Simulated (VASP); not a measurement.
Set up this calculation in VASP 6.6.1, as the native input.

```yaml
Task: single point
Functional: PBE
Potentials_or_basis: VASP PAW PBE potentials, release 64 (Pd, Cl)
Cutoff: 520 eV
k_mesh: 8 × 2 × 2
Occupations: gaussian, width 0.2 eV
Spin: no spin polarisation
Dipole_correction: no
Further_INCAR_settings: ALGO = Normal; EDIFF = 1e-06; NBANDS = 49
```

The structure of PdCl4 lies in POSCAR:

```
PdCl4
1.0
   -2.8146710279      0.0000000000      0.0000000000
    0.0000000000      0.0000000000    -10.3465431423
    0.0000000000    -15.1709618975      0.0000000000
Pd Cl
2 8
Direct
    0.5000000000      0.5000000000      0.7500000000
    0.5000000000      0.5000000000      0.2500000000
    0.5000000000      0.3422866711      0.6424533846
    0.5000000000      0.3422866711      0.1424533846
    0.5000000000      0.3422866711      0.8575466154
    0.5000000000      0.3422866711      0.3575466154
    0.5000000000      0.6577133289      0.6424533846
    0.5000000000      0.6577133289      0.1424533846
    0.5000000000      0.6577133289      0.8575466154
    0.5000000000      0.6577133289      0.3575466154
```

These files were run (other wordings do the same):

INCAR

```
ALGO     = Normal         # electronic algorithm
EDIFF    = 1E-6           # SCF threshold, eV
ENCUT    = 520            # plane-wave cutoff, eV
GGA      = PE             # functional
ISIF     = 2              # what is computed and relaxed
ISMEAR   = 0              # smearing method
LASPH    = True           # aspherical terms in the spheres
LCHARG   = False          # write CHGCAR
LREAL    = False          # projectors in reciprocal space
LWAVE    = False          # write WAVECAR
NBANDS   = 49             # bands
NELM     = 100            # most SCF steps
PREC     = Accurate       # precision mode
SIGMA    = 0.2            # smearing width, eV
```

KPOINTS

```
k-points
0
Gamma
  8 2 2
```

Potentials or basis: VASP PAW PBE potentials, release 64 (Pd, Cl).

Launch:

```console
$ cat potpaw_PBE.64/Pd/POTCAR potpaw_PBE.64/Cl/POTCAR > POTCAR
$ mpirun -np 1 vasp_std > vasp.out
```

It gave:

- Pressure: -0.1 GPa
- Largest force: 0.126 eV/Å
- Band gap on the k mesh: zero (bands 38 and 39 overlap by 1.97 eV)

Caveat: this functional lacks dispersion, which binds layers or chains, so the pressure and a relaxed spacing across them are unreliable.

Wall time 5.1 min on 1 thread of Intel(R) Xeon(R) 6975P-C (Granite Rapids) (shared host), peak memory 0.71 GiB.
